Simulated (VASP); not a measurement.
Here is a VASP 6.6.1 calculation.

The input INCAR:

```
SYSTEM = As
ALGO     = Normal         ! electronic algorithm
EDIFF    = 1E-7           ! SCF threshold, eV
ENCUT    = 520            ! plane-wave cutoff, eV
GGA      = CA             ! functional
ISIF     = 2              ! what is computed and relaxed
ISMEAR   = -1             ! smearing method
LASPH    = .TRUE.         ! aspherical terms in the spheres
LCHARG   = .FALSE.        ! write CHGCAR
LREAL    = .FALSE.        ! projectors in reciprocal space
LWAVE    = .FALSE.        ! write WAVECAR
NBANDS   = 12             ! bands
NELM     = 80             ! most SCF steps
PREC     = Accurate       ! precision mode
SIGMA    = 0.05           ! smearing width, eV
```

The input KPOINTS:

```
k-points
0
G
  13 13 13
  0 0 0
```

Contents of POSCAR:

```
As
1.0
    1.8985469521      1.0961265938      3.4857700000
   -1.8985469521      1.0961265938      3.4857700000
    0.0000000000     -2.1922531877      3.4857700000
As
2
Direct
    0.2275400000      0.2275400000      0.2275400000
    0.7724600000      0.7724600000      0.7724600000
```

Potentials or basis: VASP PAW LDA potentials, release 64 (As).

Run with:

```console
$ cat potpaw_LDA.64/As/POTCAR > POTCAR
$ mpirun -np 1 vasp_std > vasp.out
```

Question: Predict the pressure.

Answer: -2.8 GPa.

Question: What does it give for the largest force?

Answer: 0.042 eV/Å.

Question: What does it give for the band gap on the k mesh?

Answer: Zero (bands 5 and 6 overlap by 0.28 eV).

Forces on the atoms (eV/Å):
```
As   0.000  0.000  0.042
As   0.000  0.000 -0.042
```

Caveat: the cell differs from its parent crystal (equal xx and yy strain of +1 %).
